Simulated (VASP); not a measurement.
# Gd (P6_3/mmc) in VASP: settings compared, part 2 of 3

VASP 6.6.1. Earlier steps stand in the parts before.

## 4. Single point, PBEsol, collinear spin, ferromagnetic start

This run uses another cell than the first one, of 34.43 Å³/atom.

File INCAR:

```
  PREC = Accurate
  ENCUT = 520
  EDIFF = 1E-7
  ISMEAR = -1
  SIGMA = 0.05
  LREAL = False
  LASPH = True
  NELM = 150
  ALGO = Normal
  ISIF = 2
  LWAVE = False
  LCHARG = False
  ISPIN = 2
  MAGMOM = 7 7
  LORBIT = 11
  LMAXMIX = 6
  GGA = PS
  NBANDS = 29
```

File KPOINTS:

```
Automatic mesh
0
Gamma
  8 8 5
```

File POSCAR:

```
Gd
1.0
    3.6838475923      0.0000000000      0.0000000000
   -1.8419237961      3.1903055986      0.0000000000
    0.0000000000      0.0000000000      5.8586955685
Gd
2
Direct
    0.6666666667      0.3333333333      0.7500000000
    0.3333333333      0.6666666667      0.2500000000
```

Run with:

```console
cat potpaw_PBE.64/Gd/POTCAR > POTCAR
mpirun -np 1 vasp_std > vasp.out
```

Run time: 9 min. Hardware: 1 thread of Intel Xeon 8259CL, shared host; peak memory 0.28 GiB.

The run converged. Its results:

```
Free energy                                           : -24.0189 eV
Pressure                                              : -2.9 GPa
Net moment                                            : 15.24 μB per cell
Site moments                                          : Gd +6.98 μB
Valence electrons inside the program's atomic spheres : Gd 15.16
```

Stress tensor (GPa, compression positive):
```
-3.00  0.00  0.00
 0.00 -3.00  0.00
 0.00  0.00 -2.75
```

Levels at points of the mesh, in eV from the Fermi level:
Spin up:
| k point | band 23 | band 24 | band 25 | band 26 | band 27 | band 28 | band 29 |
| --- | --- | --- | --- | --- | --- | --- | --- |
| (0.00, 0.00, 0.00) | -4.73 | -2.42 | 0.91 | 1.29 | 1.29 | 1.46 | 1.89 |
| (0.50, 0.00, 0.00) | -2.13 | -1.66 | -1.24 | -0.18 | 1.04 | 1.04 | 1.69 |
Spin down:
```
           k point  band 6  band 7  band 8  band 9  band 10  band 11  band 12  band 13  band 14  band 15
(0.00, 0.00, 0.00)  -19.97  -19.97  -19.96   -4.14    -1.42     0.29     0.32     0.36     0.42     0.42
(0.50, 0.00, 0.00)  -20.25  -20.16  -20.06   -1.09    -0.82    -0.50     0.32     0.37     0.43     0.43
```

Caveat: the PAW data sets were made with another functional, which shifts forces and pressure a little; spin-orbit coupling is left out, which moves the levels of the heavy elements; semilocal functionals describe open f shells poorly, which spoils levels, moments and volumes.

## 5. Single point, PBEsol, collinear spin, ferromagnetic start

This run uses another cell than the first one, of 35.09 Å³/atom.

File INCAR:

```
ALGO = Normal
EDIFF = 1E-6
ENCUT = 520
GGA = PS
ISIF = 2
ISMEAR = -1
ISPIN = 2
LASPH = True
LCHARG = False
LMAXMIX = 6
LORBIT = 11
LREAL = False
LWAVE = False
MAGMOM = 7 7
NBANDS = 29
NELM = 150
PREC = Accurate
SIGMA = 0.05
```

File KPOINTS:

```
k-points
0
Gamma
  8 8 5
```

File POSCAR:

```
Gd
1.0
    3.7073122223      0.0000000000      0.0000000000
   -1.8536561112      3.2106265643      0.0000000000
    0.0000000000      0.0000000000      5.8960131069
Gd
2
Direct
    0.6666666667      0.3333333333      0.7500000000
    0.3333333333      0.6666666667      0.2500000000
```

Potentials or basis: VASP PAW PBE potentials, release 64 (Gd).

Run with:

```console
cat potpaw_PBE.64/Gd/POTCAR > POTCAR
mpirun -np 1 vasp_std > vasp.out
```

OUTCAR:

```text
EDIFF = 1E-6
   ENCUT = 520
   GGA = PS
   ISIF = 2
   ISMEAR = -1
   ISPIN = 2
   LASPH = True
   LORBIT = 11
   LREAL = False
   NELM = 150
   PREC = Accurate

 ion  position               nearest neighbor table
   1  0.667  0.333  0.750-
   2  0.333  0.667  0.250-

  LATTYP: Found a hexagonal cell.
 ALAT       =     3.7073122223
 C/A-ratio  =     1.5903740374

  Lattice vectors:

 A1 = (   3.7073122223,   0.0000000000,   0.0000000000)
 A2 = (  -1.8536561112,   3.2106265643,   0.0000000000)
 A3 = (   0.0000000000,   0.0000000000,   5.8960131069)

Analysis of symmetry for initial positions (statically):
=====================================================================
 Subroutine PRICEL returns:
 Original cell was already a primitive cell.

 Routine SETGRP: Setting up the symmetry group for a
 hexagonal supercell.

 Subroutine GETGRP returns: Found 24 space group operations
 (whereof 12 operations were pure point group operations)
 out of a pool of 24 trial point group operations.

The static configuration has the point symmetry D_3d.
 The point group associated with its full space group is D_6h.

Analysis of symmetry for dynamics (positions and initial velocities):
=====================================================================
 Subroutine PRICEL returns:
 Original cell was already a primitive cell.

 Routine SETGRP: Setting up the symmetry group for a
 hexagonal supercell.

 Subroutine GETGRP returns: Found 24 space group operations
 (whereof 12 operations were pure point group operations)
 out of a pool of 24 trial point group operations.

The dynamic configuration has the point symmetry D_3d.
 The point group associated with its full space group is D_6h.

Analysis of structural, dynamic, and magnetic symmetry:
=====================================================================
 Subroutine PRICEL returns:
 Original cell was already a primitive cell.

 Routine SETGRP: Setting up the symmetry group for a
 hexagonal supercell.

 Subroutine GETGRP returns: Found 24 space group operations
 (whereof 12 operations were pure point group operations)
 out of a pool of 24 trial point group operations.

The overall configuration has the point symmetry D_3d.
 The point group associated with its full space group is D_6h.

 Subroutine INISYM returns: Found 24 space group operations
 (whereof 12 operations are pure point group operations),
 and found     1 'primitive' translations

----------------------------------------------------------------------------------------

                                     Primitive cell

  volume of cell :      70.1790

  direct lattice vectors                    reciprocal lattice vectors
     3.707312222  0.000000000  0.000000000     0.269737195  0.155732842  0.000000000
    -1.853656111  3.210626564  0.000000000     0.000000000  0.311465684  0.000000000
     0.000000000  0.000000000  5.896013107     0.000000000  0.000000000  0.169606136

  length of vectors
     3.707312222  3.707312222  5.896013107     0.311465684  0.311465684  0.169606136

  position of ions in fractional coordinates (direct lattice)
     0.666666667  0.333333333  0.750000000
[... 70 lines left out ...]
   ISTART =      0    job   : 0-new  1-cont  2-samecut
   ICHARG =      2    charge: 1-file 2-atom 10-const
   ISPIN  =      2    spin polarized calculation?
   LNONCOLLINEAR =      F non collinear calculations
   LSORBIT =      F    spin-orbit coupling
   LASPH  =      T    aspherical Exc in radial PAW
   ENCUT  =  520.0 eV  38.22 Ry    6.18 a.u.   6.89  6.89 10.96*2*pi/ulx,y,z
   NELM   =    150;   NELMIN=  2; NELMDL= -5     # of ELM steps
   EDIFF  = 0.1E-05   stopping-criterion for ELM
   LREAL  =      F    real-space projection
   EDIFFG = 0.1E-04   stopping-criterion for IOM
   NSW    =      0    number of steps for IOM
   IBRION =     -1    ionic relax: 0-MD 1-quasi-New 2-CG
   NFREE  =      0    steps in history (QN), initial steepest desc. (CG)
   ISIF   =      2    stress and relaxation
   ISYM   =      2    0-nonsym 1-usesym 2-fastsym
   POTIM  = 0.5000    time-step for ionic-motion
   TEBEG  =    0.0;   TEEND  =   0.0 temperature during run
   PSTRESS=    0.0 pullay stress
   NELECT =      36.0000    total number of electrons
   NUPDOWN=      -1.0000    fix difference up-down
   EMIN   =  10.00;   EMAX   =-10.00  energy-range for DOS
   EFERMI =   0.00;   METHOD = LEGACY
   ISMEAR =    -1;   SIGMA  =   0.05  broadening in eV -4-tet -1-fermi 0-gaus
   EFERMI_NEDOS =   21; number of points for ismear=-14 and -15
   IALGO  =     38    algorithm
   IMIX   =      4    mixing-type and parameters
     AMIX     =   0.40;   BMIX     =  1.00
     AMIX_MAG =   1.60;   BMIX_MAG =  1.00
  volume/ion in A,a.u.               =      35.09       236.80
  Fermi-wavevector in a.u.,A,eV,Ry     =   1.310509  2.476502 23.367091  1.717433
  Thomas-Fermi vector in A             =   2.441034
   LORBIT       =     11    0 simple, 1 ext, 2 COOP (PROOUT), +10 PAW based schemes
   GGA     = PS    functional components
   LHFCALC =     F    Hartree Fock is set to
   AEXX    =    0.0000 exact exchange contribution
   IVDW    =     0    specifies the selected vdW correction
   LEPSILON=     F    determine dielectric tensor
   LRPA    =     F    only Hartree local field effects (RPA)
 spin polarized calculation
  energy-cutoff  :      520.00
  volume of cell :       70.18
 maximum number of plane-waves:      1898
 NGX is ok and might be reduce to    28
   NGX = 13   NGY = 13   NGZ = 21

 number of electron      35.9999996 magnetization      15.2442478

 Free energy of the ion-electron system (eV)
  ---------------------------------------------------
  ext. energy  EPLUGINS =         0.00000000
  ---------------------------------------------------
  free energy    TOTEN  =       -23.99338060 eV

  energy without entropy =      -23.96108525  energy(sigma->0) =      -23.97723293

 E-fermi :   2.5583     XC(G=0):  -9.8470

 val. band max:        2.5568680791   @ k =   0.3750   0.2500   0.0000
 cond. band min:       2.5841078923   @ k =   0.2500  -0.0000   0.0000
 fundamental gap:      0.0272398131
 Fermi energy:         2.5582838427

 spin component 1

 k-point     1 :       0.0000    0.0000    0.0000
  band No.  band energies     occupation
      1     -42.7802      1.00000
      2     -42.7265      1.00000
      3     -20.4672      1.00000
      4     -19.9580      1.00000
      5     -19.9580      1.00000
      6     -19.8683      1.00000
[... 757 lines left out ...]
     28       3.6764      0.00000
     29       4.5268      0.00000

 [... further k-points ...]

 spin component 2

 k-point     1 :       0.0000    0.0000    0.0000
  band No.  band energies     occupation
      1     -39.5708      1.00000
      2     -39.5028      1.00000
      3     -18.1981      1.00000
      4     -17.5688      1.00000
      5     -17.5688      1.00000
      6     -17.4622      1.00000
[... 757 lines left out ...]
     28       4.8210      0.00000
     29       5.6586      0.00000

 [... further k-points ...]

------------------------ aborting loop because EDIFF is reached ----------------------------------------

  FORCE on cell =-STRESS in cart. coord.  units (eV):
  Direction    XX          YY          ZZ          XY          YZ          ZX
  --------------------------------------------------------------------------------------
  -------------------------------------------------------------------------------------
  Total       -1.5262259     -1.5262259     -1.4187047      0.0000000      0.0000000      0.0000000
  in kB      -34.8435186    -34.8435186    -32.3888254      0.0000000      0.0000000      0.0000000
  external PRESSURE =     -34.0252875 kB  Pullay stress =       0.0000000 kB

 VOLUME and BASIS-vectors are now :
 -----------------------------------------------------------------------------
  energy-cutoff  :      520.00
  volume of cell :       70.18
      direct lattice vectors                 reciprocal lattice vectors
     3.707312222  0.000000000  0.000000000     0.269737195  0.155732842  0.000000000
    -1.853656111  3.210626564  0.000000000     0.000000000  0.311465684  0.000000000
     0.000000000  0.000000000  5.896013107     0.000000000  0.000000000  0.169606136

 POSITION                                       TOTAL-FORCE (eV/Angst)
 -----------------------------------------------------------------------------------
      1.85366      1.07021      4.42201         0.000000      0.000000      0.000000
     -0.00000      2.14042      1.47400        -0.000000     -0.000000      0.000000
 -----------------------------------------------------------------------------------
    total drift:                               -0.000000      0.000000     -0.000000

  FREE ENERGIE OF THE ION-ELECTRON SYSTEM (eV)
  ---------------------------------------------------
  free  energy   TOTEN  =       -23.9933805998 eV

  energy  without entropy=      -23.9610852539  energy(sigma->0) =      -23.97723293

 total charge

# of ion       s       p       d       f       tot
--------------------------------------------------
    1        2.069   5.551   0.538   6.994  15.153
    2        2.069   5.551   0.538   6.994  15.153
--------------------------------------------------
tot          4.138  11.103   1.077  13.989  30.306

 magnetization (x)

# of ion       s       p       d       f       tot
--------------------------------------------------
    1        0.004  -0.045   0.213   6.807   6.979
    2        0.004  -0.045   0.213   6.807   6.979
--------------------------------------------------
tot          0.007  -0.090   0.426  13.615  13.959
```

stdout:

```text
POSCAR found type information on POSCAR Gd
 POSCAR found :  1 types and       2 ions
 scaLAPACK will be used
 -----------------------------------------------------------------------------
|                                                                             |
|                                                                             |
|     You enforced a specific xc type in the INCAR file but a different       |
|     I HOPE YOU KNOW WHAT YOU ARE DOING!                                     |
|                                                                             |
 -----------------------------------------------------------------------------

 LDA part: xc-table for (Slater+PW92), standard interpolation
 POSCAR, INCAR and KPOINTS ok, starting setup
 FFT: planning ... GRIDC
 FFT: planning ... GRID_SOFT
 FFT: planning ... GRID
 WAVECAR not read
 entering main loop
```

It took 8.3 min on 1 thread of Intel Xeon 8259CL, shared host; peak memory 0.28 GiB.

Results:

```
Free energy                                           : -23.9934 eV
Pressure                                              : -3.4 GPa
Net moment                                            : 15.24 μB per cell
Site moments                                          : Gd +6.98 μB
Valence electrons inside the program's atomic spheres : Gd 15.15
```

Caveat: the cell stands under tension; the PAW data sets were made with another functional, which shifts forces and pressure a little; spin-orbit coupling is left out, which moves the levels of the heavy elements; semilocal functionals describe open f shells poorly, which spoils levels, moments and volumes. The state reached can hang on the start; a lower one may exist.

(Part 2 of 3 ends here.)
